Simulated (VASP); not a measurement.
# TlSiW2 (I4/mcm) in VASP: single point with PBE

Aim: the single point of TlSiW2 with PBE.

All numbers are computed with VASP 6.6.1; they aren't measurements. Logs are shortened: lines on timing, memory, paths and dates and some standing lists are left out, and cuts for length are marked.

**1. The cell of the first run**

It takes space group I4/mcm (No. 140, tetragonal). Conventional cell: a = 7.317 Å, b = 7.317 Å, c = 5.831 Å, α = 90.00°, β = 90.00°, γ = 90.00°. Tl (site symmetry 422) has 2 Tl at 2.92 Å and 8 W at 3.12 Å and 4 Si at 3.66 Å within 3.8 Å. Within 3.0 Å of Si (site symmetry -42m) lie 4 W at 2.18 Å and 2 Si at 2.92 Å. Within 2.9 Å of W (site symmetry m2m) lie 2 Si at 2.18 Å.

**2. Single point, PBE, collinear spin**

INCAR

```
PREC = Accurate
ENCUT = 520
EDIFF = 1E-6
ISMEAR = 1
SIGMA = 0.05
LREAL = F
LASPH = T
NELM = 150
ALGO = Normal
ISIF = 2
LWAVE = F
LCHARG = F
ISPIN = 2
MAGMOM = 0.2 0.2 0.2 0.2 0.2 0.2 0.2 0.2
LORBIT = 11
LMAXMIX = 4
GGA = PE
NBANDS = 59
```

KPOINTS

```
regular mesh
0
Gamma
  4 4 4
```

POSCAR

```
TlSiW2
1.0
    0.0000000000      0.0000000000      5.8307960000
    3.6586720000     -3.6586720000      2.9153980000
    3.6586720000      3.6586720000     -2.9153980000
Tl Si W
2 2 4
Direct
    0.2500000000      0.0000000000      0.0000000000
    0.7500000000      0.0000000000      0.0000000000
    0.7500000000      0.5000000000      0.5000000000
    0.2500000000      0.5000000000      0.5000000000
    0.6570000000      0.5000000000      0.8140000000
    0.1570000000      0.1860000000      0.5000000000
    0.3430000000      0.5000000000      0.1860000000
    0.8430000000      0.8140000000      0.5000000000
```

Potentials or basis: VASP PAW PBE potentials, release 64 (Tl_d, Si, W_sv).

Command:

```
> cat potpaw_PBE.64/Tl_d/POTCAR potpaw_PBE.64/Si/POTCAR potpaw_PBE.64/W_sv/POTCAR > POTCAR
> mpirun -np 1 vasp_std > vasp.out
```

OUTCAR:

```text
PREC = Accurate
   ENCUT = 520
   EDIFF = 1E-6
   ISMEAR = 1
   LREAL = F
   LASPH = T
   NELM = 150
   ISIF = 2
   ISPIN = 2
   LORBIT = 11
   GGA = PE

 ion  position               nearest neighbor table
   1  0.250  0.000  0.000-   2 2.92   2 2.92   8 3.12   5 3.12   7 3.12   6 3.12   7 3.12   8 3.12
                             6 3.12   5 3.12
   2  0.750  0.000  0.000-   1 2.92   1 2.92   6 3.12   7 3.12   8 3.12   5 3.12   8 3.12   5 3.12
                             7 3.12   6 3.12
   3  0.750  0.500  0.500-   6 2.18   7 2.18   5 2.18   8 2.18   4 2.92   4 2.92
   4  0.250  0.500  0.500-   5 2.18   8 2.18   7 2.18   6 2.18   3 2.92   3 2.92
   5  0.657  0.500  0.814-   4 2.18   3 2.18   1 3.12   2 3.12   2 3.12   1 3.12   7 3.25
   6  0.157  0.186  0.500-   3 2.18   4 2.18   1 3.12   2 3.12   1 3.12   2 3.12   8 3.25
   7  0.343  0.500  0.186-   3 2.18   4 2.18   1 3.12   2 3.12   1 3.12   2 3.12   5 3.25
   8  0.843  0.814  0.500-   4 2.18   3 2.18   1 3.12   2 3.12   2 3.12   1 3.12   6 3.25

  LATTYP: Found a body centered tetragonal cell.
 ALAT       =     7.3173440000
 C/A-ratio  =     0.7968459594

  Lattice vectors:

 A1 = (   3.6586720000,  -3.6586720000,  -2.9153980000)
 A2 = (  -3.6586720000,   3.6586720000,  -2.9153980000)
 A3 = (   3.6586720000,   3.6586720000,   2.9153980000)

Analysis of symmetry for initial positions (statically):
=====================================================================
 Subroutine PRICEL returns:
 Original cell was already a primitive cell.

 Routine SETGRP: Setting up the symmetry group for a
 body centered tetragonal supercell.

 Subroutine GETGRP returns: Found 16 space group operations
 (whereof  8 operations were pure point group operations)
 out of a pool of 16 trial point group operations.

The static configuration has the point symmetry C_4h.
 The point group associated with its full space group is D_4h.

Analysis of symmetry for dynamics (positions and initial velocities):
=====================================================================
 Subroutine PRICEL returns:
 Original cell was already a primitive cell.

 Routine SETGRP: Setting up the symmetry group for a
 body centered tetragonal supercell.

 Subroutine GETGRP returns: Found 16 space group operations
 (whereof  8 operations were pure point group operations)
 out of a pool of 16 trial point group operations.

The dynamic configuration has the point symmetry C_4h.
 The point group associated with its full space group is D_4h.

Analysis of structural, dynamic, and magnetic symmetry:
=====================================================================
 Subroutine PRICEL returns:
 Original cell was already a primitive cell.

 Routine SETGRP: Setting up the symmetry group for a
 body centered tetragonal supercell.

 Subroutine GETGRP returns: Found 16 space group operations
 (whereof  8 operations were pure point group operations)
 out of a pool of 16 trial point group operations.

The overall configuration has the point symmetry C_4h.
 The point group associated with its full space group is D_4h.

 Subroutine INISYM returns: Found 16 space group operations
 (whereof  8 operations are pure point group operations),
 and found     1 'primitive' translations

----------------------------------------------------------------------------------------

                                     Primitive cell

  volume of cell :     156.1007

  direct lattice vectors                    reciprocal lattice vectors
     0.000000000  0.000000000  5.830796000     0.000000000  0.136661608  0.171503170
     3.658672000 -3.658672000  2.915398000     0.136661608 -0.136661608  0.000000000
     3.658672000  3.658672000 -2.915398000     0.136661608  0.136661608  0.000000000

  length of vectors
     5.830796000  5.938965154  5.938965154     0.219293713  0.193268700  0.193268700

  position of ions in fractional coordinates (direct lattice)
     0.250000000  0.000000000  0.000000000
     0.750000000  0.000000000  0.000000000
     0.750000000  0.500000000  0.500000000
     0.250000000  0.500000000  0.500000000
     0.657000000  0.500000000  0.814000000
     0.157000000  0.186000000  0.500000000
     0.343000000  0.500000000  0.186000000
     0.843000000  0.814000000  0.500000000

  ion indices of the primitive-cell ions
   primitive index   ion index
[... 57 lines left out ...]
   NGXF,Y,Z  is equivalent  to a cutoff of  27.37, 26.87, 26.87 a.u.
 SYSTEM =  unknown system
   PREC   = accura    normal or accurate (medium, high low for compatibility)
   ISTART =      0    job   : 0-new  1-cont  2-samecut
   ICHARG =      2    charge: 1-file 2-atom 10-const
   ISPIN  =      2    spin polarized calculation?
   LNONCOLLINEAR =      F non collinear calculations
   LSORBIT =      F    spin-orbit coupling
   LASPH  =      T    aspherical Exc in radial PAW
   ENCUT  =  520.0 eV  38.22 Ry    6.18 a.u.  10.84 11.04 11.04*2*pi/ulx,y,z
   NELM   =    150;   NELMIN=  2; NELMDL= -5     # of ELM steps
   EDIFF  = 0.1E-05   stopping-criterion for ELM
   LREAL  =      F    real-space projection
   EDIFFG = 0.1E-04   stopping-criterion for IOM
   NSW    =      0    number of steps for IOM
   IBRION =     -1    ionic relax: 0-MD 1-quasi-New 2-CG
   NFREE  =      0    steps in history (QN), initial steepest desc. (CG)
   ISIF   =      2    stress and relaxation
   ISYM   =      2    0-nonsym 1-usesym 2-fastsym
   POTIM  = 0.5000    time-step for ionic-motion
   TEBEG  =    0.0;   TEEND  =   0.0 temperature during run
   PSTRESS=    0.0 pullay stress
   NELECT =      90.0000    total number of electrons
   NUPDOWN=      -1.0000    fix difference up-down
   EMIN   =  10.00;   EMAX   =-10.00  energy-range for DOS
   EFERMI =   0.00;   METHOD = LEGACY
   ISMEAR =     1;   SIGMA  =   0.05  broadening in eV -4-tet -1-fermi 0-gaus
   EFERMI_NEDOS =   21; number of points for ismear=-14 and -15
   IALGO  =     38    algorithm
   IMIX   =      4    mixing-type and parameters
     AMIX     =   0.40;   BMIX     =  1.00
     AMIX_MAG =   1.60;   BMIX_MAG =  1.00
  volume/ion in A,a.u.               =      19.51       131.68
  Fermi-wavevector in a.u.,A,eV,Ry     =   1.362555  2.574856 25.259983  1.856556
  Thomas-Fermi vector in A             =   2.489035
   LORBIT       =     11    0 simple, 1 ext, 2 COOP (PROOUT), +10 PAW based schemes
   GGA     = PE    functional components
   LHFCALC =     F    Hartree Fock is set to
   AEXX    =    0.0000 exact exchange contribution
   IVDW    =     0    specifies the selected vdW correction
   LEPSILON=     F    determine dielectric tensor
   LRPA    =     F    only Hartree local field effects (RPA)
 spin polarized calculation
 Methfessel and Paxton  Order N= 1 SIGMA  =   0.05
  energy-cutoff  :      520.00
  volume of cell :      156.10
 maximum number of plane-waves:      4238
 NGX is ok and might be reduce to    48
   NGX = 21   NGY = 23   NGZ = 23

 number of electron      90.0000003 magnetization       0.0124308

 Free energy of the ion-electron system (eV)
  ---------------------------------------------------
  ext. energy  EPLUGINS =         0.00000000
  ---------------------------------------------------
  free energy    TOTEN  =       -51.49428790 eV

  energy without entropy =      -51.49332520  energy(sigma->0) =      -51.49396700

 E-fermi :   8.6209     XC(G=0): -11.5971

 val. band max:        8.6135857010   @ k =  -0.2500   0.2500   0.0000
 cond. band min:       8.6651493666   @ k =   0.0000   0.2500   0.0000
 fundamental gap:      0.0515636656
 Fermi energy:         8.6209064231

 spin component 1

 k-point     1 :       0.0000    0.0000    0.0000
  band No.  band energies     occupation
      1     -65.4348      1.00000
      2     -65.4323      1.00000
      3     -65.4280      1.00000
      4     -65.4280      1.00000
      5     -29.9105      1.00000
      6     -29.8957      1.00000
[... 769 lines left out ...]
     56      12.7370      0.00000
     57      13.5141      0.00000
 Fermi energy:         8.6209064231

 spin component 2

 k-point     1 :       0.0000    0.0000    0.0000
  band No.  band energies     occupation
      1     -65.4338      1.00000
      2     -65.4313      1.00000
      3     -65.4270      1.00000
      4     -65.4270      1.00000
      5     -29.9092      1.00000
      6     -29.8945      1.00000
[... 769 lines left out ...]
     56      12.7384      0.00000
     57      13.5148      0.00000
 [bands above 57 left out]

------------------------ aborting loop because EDIFF is reached ----------------------------------------

  FORCE on cell =-STRESS in cart. coord.  units (eV):
  Direction    XX          YY          ZZ          XY          YZ          ZX
  --------------------------------------------------------------------------------------
  -------------------------------------------------------------------------------------
  Total        4.7205743      4.7205743     30.4354736      0.0000000      0.0000000      0.0000000
  in kB       48.4507636     48.4507636    312.3818915      0.0000000      0.0000000      0.0000000
  external PRESSURE =     136.4278062 kB  Pullay stress =       0.0000000 kB

 VOLUME and BASIS-vectors are now :
 -----------------------------------------------------------------------------
  energy-cutoff  :      520.00
  volume of cell :      156.10
      direct lattice vectors                 reciprocal lattice vectors
     0.000000000  0.000000000  5.830796000     0.000000000  0.136661608  0.171503170
     3.658672000 -3.658672000  2.915398000     0.136661608 -0.136661608  0.000000000
     3.658672000  3.658672000 -2.915398000     0.136661608  0.136661608  0.000000000

 POSITION                                       TOTAL-FORCE (eV/Angst)
 -----------------------------------------------------------------------------------
      0.00000      0.00000      1.45770        -0.000000      0.000000     -0.000000
      0.00000      0.00000      4.37310         0.000000      0.000000     -0.000000
      3.65867      0.00000      4.37310        -0.000000      0.000000     -0.000000
      3.65867      0.00000      1.45770         0.000000      0.000000     -0.000000
      4.80750      1.14882      2.91540         3.886593      3.886593     -0.000000
      2.50985      1.14882     -0.00000        -3.886593      3.886593     -0.000000
      2.50985     -1.14882      2.91540        -3.886593     -3.886593      0.000000
      4.80750     -1.14882      5.83080         3.886593     -3.886593      0.000000
 -----------------------------------------------------------------------------------
    total drift:                               -0.000000     -0.000000      0.000000

  FREE ENERGIE OF THE ION-ELECTRON SYSTEM (eV)
  ---------------------------------------------------
  free  energy   TOTEN  =       -51.4942878976 eV

  energy  without entropy=      -51.4933252022  energy(sigma->0) =      -51.49396700

 total charge

# of ion       s       p       d       tot
------------------------------------------
    1        0.981   0.712   9.651  11.344
    2        0.981   0.712   9.651  11.344
    3        0.852   1.161   0.000   2.013
    4        0.852   1.161   0.000   2.013
    5        2.321   6.158   3.629  12.108
    6        2.321   6.158   3.629  12.108
    7        2.321   6.158   3.629  12.108
    8        2.321   6.158   3.629  12.108
--------------------------------------------------
tot         12.949  28.377  33.818  75.144

 magnetization (x)

# of ion       s       p       d       tot
------------------------------------------
    1        0.000   0.000   0.000   0.000
    2        0.000   0.000   0.000   0.000
    3       -0.000   0.000   0.000   0.000
    4       -0.000   0.000   0.000   0.000
    5        0.000   0.000   0.002   0.002
    6        0.000   0.000   0.002   0.002
    7        0.000   0.000   0.002   0.002
    8        0.000   0.000   0.002   0.002
--------------------------------------------------
tot          0.001   0.000   0.007   0.008
```

Wall time 5 min (1 thread of Intel Xeon 8259CL, shared host); peak memory 0.51 GiB.

What came out:

```yaml
Free_energy: -51.4943 eV
Pressure: 13.6 GPa
Largest_force: 5.496 eV/Å
Band_gap_on_the_k_mesh: zero (filled and empty bands overlap)
Net_moment: 0.01 μB per cell
Valence_electrons_inside_the_program's_atomic_spheres: Tl 11.34; Si 2.01; W 12.11
```

Forces on the atoms (eV/Å):
```
Tl   0.000  0.000  0.000
Tl   0.000  0.000  0.000
Si   0.000  0.000  0.000
Si   0.000  0.000  0.000
W    3.887  3.887  0.000
W   -3.887  3.887  0.000
W   -3.887 -3.887  0.000
W    3.887 -3.887  0.000
```

Stress tensor (GPa, compression positive):
```
 4.85  0.00  0.00
 0.00  4.85  0.00
 0.00  0.00 31.24
```

Caveat: the stress differs along the axes, from 5 to 31 GPa; spin-orbit coupling is left out, which moves the levels of the heavy elements; forces of over 1 eV/Å act on the atoms, so gaps and moduli don't describe the material at rest.

The gap in the log of VASP goes by the Fermi energy; the results here count the filled bands.